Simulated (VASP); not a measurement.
# Au (Im-3m) in VASP: a series of runs

Au is run at these levels: PBE; tasks: single point.

All numbers are computed with VASP 6.6.1; they aren't measurements. Logs are shortened: lines on timing, memory, paths and dates and some standing lists are left out, and cuts for length are marked.

## Step 1: The cell of the first run

Symmetry: Im-3m, No. 229, cubic system. The conventional cell has a = 3.336 Å, b = 3.336 Å, c = 3.336 Å, α = 90.00°, β = 90.00°, γ = 90.00°. Au (site symmetry m-3m) has 14 Au at 2.89 to 3.34 Å within 3.8 Å.

## Step 2: Single point, PBE (volume scaled by 1.02)

INCAR reads:

```
SYSTEM = Au
PREC     = Accurate       ! precision mode
ENCUT    = 520            ! plane-wave cutoff, eV
EDIFF    = 1E-6           ! SCF threshold, eV
ISMEAR   = -1             ! smearing method
SIGMA    = 0.05           ! smearing width, eV
LREAL    = .False.        ! projectors in reciprocal space
LASPH    = .True.         ! aspherical terms in the spheres
NELM     = 60             ! most SCF steps
ALGO     = Normal         ! electronic algorithm
ISIF     = 2              ! what is computed and relaxed
LWAVE    = .False.        ! write WAVECAR
LCHARG   = .True.         ! write CHGCAR
GGA      = PE             ! functional
LELF     = .True.         ! ELF
LVHAR    = .True.       
NBANDS   = 12             ! bands
```

KPOINTS reads:

```
Automatic mesh
0
Gamma
  11 11 11
  0 0 0
```

POSCAR reads:

```
Au
1.0
   -1.6682446112      1.6682446112      1.6682446112
    1.6682446112     -1.6682446112      1.6682446112
    1.6682446112      1.6682446112     -1.6682446112
Au
1
Direct
    0.0000000000      0.0000000000      0.0000000000
```

Potentials or basis: VASP PAW PBE potentials, release 64 (Au).

Command:

```sh
> cat potpaw_PBE.64/Au/POTCAR > POTCAR
> mpirun -np 1 vasp_std > vasp.out
```

OUTCAR:

```text
SYSTEM = Au
   PREC = Accurate
   ENCUT = 520
   EDIFF = 1E-6
   ISMEAR = -1
   LREAL = .False.
   LASPH = .True.
   NELM = 60
   ISIF = 2
   GGA = PE

 ion  position               nearest neighbor table
   1  0.000  0.000  0.000-

  LATTYP: Found a body centered cubic cell.
 ALAT       =     3.3364892224

  Lattice vectors:

 A1 = (  -1.6682446112,   1.6682446112,   1.6682446112)
 A2 = (   1.6682446112,  -1.6682446112,   1.6682446112)
 A3 = (   1.6682446112,   1.6682446112,  -1.6682446112)

Analysis of symmetry for initial positions (statically):
=====================================================================
 Subroutine PRICEL returns:
 Original cell was already a primitive cell.

 Routine SETGRP: Setting up the symmetry group for a
 body centered cubic supercell.

 Subroutine GETGRP returns: Found 48 space group operations
 (whereof 48 operations were pure point group operations)
 out of a pool of 48 trial point group operations.

The static configuration has the point symmetry O_h .

Analysis of symmetry for dynamics (positions and initial velocities):
=====================================================================
 Subroutine PRICEL returns:
 Original cell was already a primitive cell.

 Routine SETGRP: Setting up the symmetry group for a
 body centered cubic supercell.

 Subroutine GETGRP returns: Found 48 space group operations
 (whereof 48 operations were pure point group operations)
 out of a pool of 48 trial point group operations.

The dynamic configuration has the point symmetry O_h .

 Subroutine INISYM returns: Found 48 space group operations
 (whereof 48 operations are pure point group operations),
 and found     1 'primitive' translations

----------------------------------------------------------------------------------------

                                     Primitive cell

  volume of cell :      18.5712

  direct lattice vectors                    reciprocal lattice vectors
    -1.668244611  1.668244611  1.668244611     0.000000000  0.299716239  0.299716239
     1.668244611 -1.668244611  1.668244611     0.299716239  0.000000000  0.299716239
     1.668244611  1.668244611 -1.668244611     0.299716239  0.299716239  0.000000000

  length of vectors
     2.889484426  2.889484426  2.889484426     0.423862770  0.423862770  0.423862770

  position of ions in fractional coordinates (direct lattice)
     0.000000000  0.000000000  0.000000000

  ion indices of the primitive-cell ions
   primitive index   ion index
                 1           1

----------------------------------------------------------------------------------------

 KPOINTS: Automatic mesh

Automatic generation of k-mesh.
 Grid dimensions read from file:
 generate k-points for:   11   11   11

 Generating k-lattice:

  Cartesian coordinates                     Fractional coordinates (reciprocal lattice)
     0.000000000  0.027246931  0.027246931     0.090909091  0.000000000  0.000000000
     0.027246931  0.000000000  0.027246931     0.000000000  0.090909091  0.000000000
     0.027246931  0.027246931  0.000000000     0.000000000  0.000000000  0.090909091

  Length of vectors
     0.038532979  0.038532979  0.038532979

  Shift w.r.t. Gamma in fractional coordinates (k-lattice)
     0.000000000  0.000000000  0.000000000

 Subroutine IBZKPT returns following result:
 ===========================================

 Found     56 irreducible k-points:

 Following reciprocal coordinates:
            Coordinates               Weight
  0.000000  0.000000  0.000000      1.000000
  0.090909  0.000000  0.000000     12.000000
  0.181818  0.000000  0.000000     12.000000
  0.272727  0.000000  0.000000     12.000000
  0.363636  0.000000  0.000000     12.000000
  0.454545  0.000000  0.000000     12.000000
[... 16 lines left out ...]
  0.272727  0.181818  0.090909     48.000000
  0.363636  0.181818  0.090909     24.000000
 [... further k-points ...]
   k-points           NKPTS =     56   k-points in BZ     NKDIM =     56   number of bands    NBANDS=     12
   number of dos      NEDOS =    301   number of ions     NIONS =      1
   total plane-waves  NPLWV =  13824
   dimension x,y,z NGX =    24 NGY =   24 NGZ =   24
   dimension x,y,z NGXF=    48 NGYF=   48 NGZF=   48
   ions per type =               1
   NGX,Y,Z   is equivalent  to a cutoff of  13.81, 13.81, 13.81 a.u.
   NGXF,Y,Z  is equivalent  to a cutoff of  27.62, 27.62, 27.62 a.u.
 SYSTEM =  Au
   PREC   = accura    normal or accurate (medium, high low for compatibility)
   ISTART =      0    job   : 0-new  1-cont  2-samecut
   ICHARG =      2    charge: 1-file 2-atom 10-const
   ISPIN  =      1    spin polarized calculation?
   LNONCOLLINEAR =      F non collinear calculations
   LSORBIT =      F    spin-orbit coupling
   LASPH  =      T    aspherical Exc in radial PAW
   ENCUT  =  520.0 eV  38.22 Ry    6.18 a.u.   5.37  5.37  5.37*2*pi/ulx,y,z
   NELM   =     60;   NELMIN=  2; NELMDL= -5     # of ELM steps
   EDIFF  = 0.1E-05   stopping-criterion for ELM
   LREAL  =      F    real-space projection
[... 7 lines left out ...]
   TEBEG  =    0.0;   TEEND  =   0.0 temperature during run
   PSTRESS=    0.0 pullay stress
   NELECT =      11.0000    total number of electrons
   NUPDOWN=      -1.0000    fix difference up-down
   EMIN   =  10.00;   EMAX   =-10.00  energy-range for DOS
   EFERMI =   0.00;   METHOD = LEGACY
   ISMEAR =    -1;   SIGMA  =   0.05  broadening in eV -4-tet -1-fermi 0-gaus
   EFERMI_NEDOS =   21; number of points for ismear=-14 and -15
   IALGO  =     38    algorithm
   IMIX   =      4    mixing-type and parameters
     AMIX     =   0.40;   BMIX     =  1.00
     AMIX_MAG =   1.60;   BMIX_MAG =  1.00
  volume/ion in A,a.u.               =      18.57       125.32
  Fermi-wavevector in a.u.,A,eV,Ry     =   1.374863  2.598114 25.718378  1.890247
  Thomas-Fermi vector in A             =   2.500251
   LORBIT       =      0    0 simple, 1 ext, 2 COOP (PROOUT), +10 PAW based schemes
   GGA     = PE    functional components
   LHFCALC =     F    Hartree Fock is set to
   AEXX    =    0.0000 exact exchange contribution
   IVDW    =     0    specifies the selected vdW correction
   LEPSILON=     F    determine dielectric tensor
   LRPA    =     F    only Hartree local field effects (RPA)
 non-spin polarized calculation
  energy-cutoff  :      520.00
  volume of cell :       18.57
 maximum number of plane-waves:       531
 NGX is ok and might be reduce to    24
   NGX = 11   NGY = 11   NGZ = 11

 number of electron      10.9999999 magnetization

 Free energy of the ion-electron system (eV)
  ---------------------------------------------------
  ext. energy  EPLUGINS =         0.00000000
  ---------------------------------------------------
  free energy    TOTEN  =        -3.19156051 eV

  energy without entropy =       -3.18592004  energy(sigma->0) =       -3.18874028

 E-fermi :   8.0003     XC(G=0): -12.2064

 val. band max:        7.9974247886   @ k =  -0.3636   0.3636   0.2727
 cond. band min:       8.0153484003   @ k =  -0.2727   0.4545   0.0909
 fundamental gap:      0.0179236117
 Fermi energy:         8.0003177382

 k-point     1 :       0.0000    0.0000    0.0000
  band No.  band energies     occupation
      1      -0.8629      2.00000
      2       3.7001      2.00000
      3       3.7001      2.00000
      4       3.7001      2.00000
      5       5.3810      2.00000
      6       5.3810      2.00000
      7      24.5921      0.00000
      8      24.5921      0.00000
      9      24.5921      0.00000
     10      30.9206      0.00000
     11      30.9206      0.00000
     12      30.9206      0.00000

 k-point     2 :       0.0909    0.0000    0.0000
  band No.  band energies     occupation
      1      -0.5825      2.00000
      2       3.6179      2.00000
      3       3.7086      2.00000
      4       3.8885      2.00000
      5       5.2883      2.00000
      6       5.3871      2.00000
      7      24.3821      0.00000
      8      24.6031      0.00000
      9      24.9269      0.00000
     10      28.6793      0.00000
     11      29.0362      0.00000
     12      29.9056      0.00000

 k-point     3 :       0.1818    0.0000    0.0000
  band No.  band energies     occupation
      1       0.1939      2.00000
      2       3.4044      2.00000
      3       3.7340      2.00000
      4       4.4246      2.00000
      5       5.1344      2.00000
      6       5.4090      2.00000
      7      22.3499      0.00000
      8      23.9434      0.00000
      9      25.8496      0.00000
     10      27.2539      0.00000
     11      27.6095      0.00000
     12      28.3586      0.00000
[... 286 lines left out ...]
 k-point    23 :       0.2727    0.1818    0.0909
  band No.  band energies     occupation
      1       2.4781      2.00000
      2       2.9717      2.00000
      3       3.9942      2.00000
      4       5.3867      2.00000
      5       5.5610      2.00000
      6       9.1735      0.00000
      7      13.4900      0.00000
      8      17.2686      0.00000
      9      19.5636      0.00000
     10      29.1692      0.00000
     11      31.7612      0.00000
     12      33.2178      0.00000

 k-point    24 :       0.3636    0.1818    0.0909
  band No.  band energies     occupation
      1       2.4392      2.00000
      2       2.9242      2.00000
      3       4.4266      2.00000
      4       5.4256      2.00000
      5       5.5949      2.00000
      6      10.9324      0.00000
      7      11.3124      0.00000
      8      16.7063      0.00000
      9      19.3130      0.00000
     10      29.6817      0.00000
     11      31.3521      0.00000
     12      33.2094      0.00000

 [... further k-points ...]
[... 5 lines left out ...]
  --------------------------------------------------------------------------------------
  -------------------------------------------------------------------------------------
  Total       -0.4067078     -0.4067078     -0.4067078      0.0000000      0.0000000      0.0000000
  in kB      -35.0876230    -35.0876230    -35.0876230      0.0000000      0.0000000      0.0000000
  external PRESSURE =     -35.0876230 kB  Pullay stress =       0.0000000 kB

 VOLUME and BASIS-vectors are now :
 -----------------------------------------------------------------------------
  energy-cutoff  :      520.00
  volume of cell :       18.57
      direct lattice vectors                 reciprocal lattice vectors
    -1.668244611  1.668244611  1.668244611     0.000000000  0.299716239  0.299716239
     1.668244611 -1.668244611  1.668244611     0.299716239  0.000000000  0.299716239
     1.668244611  1.668244611 -1.668244611     0.299716239  0.299716239  0.000000000

 POSITION                                       TOTAL-FORCE (eV/Angst)
 -----------------------------------------------------------------------------------
      0.00000      0.00000      0.00000         0.000000     -0.000000     -0.000000
 -----------------------------------------------------------------------------------
    total drift:                                0.000000      0.000000     -0.000000

  FREE ENERGIE OF THE ION-ELECTRON SYSTEM (eV)
  ---------------------------------------------------
  free  energy   TOTEN  =        -3.1915605074 eV

  energy  without entropy=       -3.1859200435  energy(sigma->0) =       -3.18874028
```

Run time: 12 s. Hardware: 1 thread of Intel Xeon 8259CL, shared host; peak memory 0.14 GiB.

Results:

| Item | Value |
| --- | --- |
| Free energy | -3.1916 eV |
| Pressure | -3.5 GPa |

Levels at points of the mesh, in eV from the Fermi level:
```
           k point  band 3  band 4  band 5  band 6  band 7  band 8  band 9  band 10
(0.00, 0.00, 0.00)   -4.30   -4.30   -2.62   -2.62   16.59   16.59   16.59    22.92
```

Caveat: spin-orbit coupling is left out, which moves the levels of the heavy elements.

## Step 3: Single point, PBE (volume scaled by 1.04)

INCAR reads:

```
SYSTEM = Au
ALGO = Normal
EDIFF = 1E-7
ENCUT = 520
GGA = PE
ISIF = 2
ISMEAR = -1
LASPH = .TRUE.
LCHARG = .FALSE.
LREAL = .FALSE.
LWAVE = .FALSE.
NBANDS = 12
NELM = 80
PREC = Accurate
SIGMA = 0.05
```

KPOINTS reads:

```
k-points
0
G
  11 11 11
  0 0 0
```

POSCAR reads:

```
Au
1.0
   -1.6790776720      1.6790776720      1.6790776720
    1.6790776720     -1.6790776720      1.6790776720
    1.6790776720      1.6790776720     -1.6790776720
Au
1
Direct
    0.0000000000      0.0000000000      0.0000000000
```

Potentials or basis: VASP PAW PBE potentials, release 64 (Au).

Command:

```sh
> cat potpaw_PBE.64/Au/POTCAR > POTCAR
> mpirun -np 1 vasp_std > vasp.out
```

It took 13 s on 1 thread of Intel Xeon 8259CL, shared host; peak memory 0.15 GiB.

It converged, with:

| Item | Value |
| --- | --- |
| Free energy | -3.1814 eV |
| Pressure | -5.6 GPa |

Levels at points of the mesh, in eV from the Fermi level:
| k point | band 1 | band 2 | band 3 | band 4 | band 5 | band 6 | band 7 | band 8 | band 9 | band 10 |
| --- | --- | --- | --- | --- | --- | --- | --- | --- | --- | --- |
| (0.00, 0.00, 0.00) | -8.68 | -4.21 | -4.21 | -4.21 | -2.58 | -2.58 | 16.57 | 16.57 | 16.57 | 22.58 |

Caveat: spin-orbit coupling is left out, which moves the levels of the heavy elements.
